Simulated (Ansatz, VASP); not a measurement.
One calculation of Nb, two programs

The input INCAR:

```
SYSTEM = Nb
PREC = Accurate
ENCUT = 500
EDIFF = 1E-7
ISMEAR = -1
SIGMA = 0.05
LREAL = .FALSE.
LASPH = .TRUE.
NELM = 120
ALGO = Normal
ISIF = 3
LWAVE = .FALSE.
LCHARG = .FALSE.
GGA = PS
IVDW = 12
IBRION = 2
NSW = 60
EDIFFG = -0.01
GGA_COMPAT = .FALSE.
NELMIN = 4
```

The input KPOINTS:

```
Automatic mesh
0
G
  11 11 11
  0 0 0
```

File POSCAR:

```
Nb
1.0
   -1.6639500000      1.6639500000      1.6639500000
    1.6639500000     -1.6639500000      1.6639500000
    1.6639500000      1.6639500000     -1.6639500000
Nb
1
Direct
    0.0000000000      0.0000000000      0.0000000000
```

The input input.yaml:

```yaml
crystal:
  lattice:
    - [-1.66395, 1.66395, 1.66395]
    - [1.66395, -1.66395, 1.66395]
    - [1.66395, 1.66395, -1.66395]
  atoms:
    - { symbol: Nb, position: [0.0, 0.0, 0.0] }
hamiltonian:
  xc: pbesol
  pseudopotentials: { kind: paw }
  dispersion: d3bj
kpoints:
  mp_grid: { grid: [11, 11, 11] }
scf:
  occupations: { method: fermi_dirac, width: 0.05 }
output:
  forces: true
  stress: true
  write_density: true
  write_potential: true
  elf: true
  volumetric_format: npy
relax:
  f_tol: 0.01
  max_steps: 40
  cell: { stress_tol: 0.05 }
```

Alike in both runs: task relaxation of cell and atoms; functional PBEsol; dispersion D3(BJ); k mesh 11 × 11 × 11; occupations fermi-dirac, width 0.05 eV; no spin polarisation.

|  | VASP | Ansatz |
| --- | --- | --- |
| version | VASP 6.6.1 | Ansatz 0.2.0 |
| potentials or method | VASP PAW PBE potentials, release 64 (Nb_sv) | Ansatz PAW |
| plane-wave cutoff (eV) | 500 | 420 |
| valence electrons in the cell | 13 | 13 |

```tsv
	VASP	Ansatz	Ansatz less VASP
gap on the k mesh at the Fermi level, each at its own relaxed structure (eV)	none	none	-
relaxed volume (Å³/atom)	16.88	16.90	+0.015
relaxed cell length with the largest relative difference (Å)	2.799	2.800	+0.0008
```

VASP's potentials were made for PBE, not for PBEsol. A gap of «none» marks a metal or a gap that the smearing closes.

Noted on Ansatz's run: the plane-wave basis is chosen anew once the cell has moved, so the energies of steps on either side of that aren't comparable.
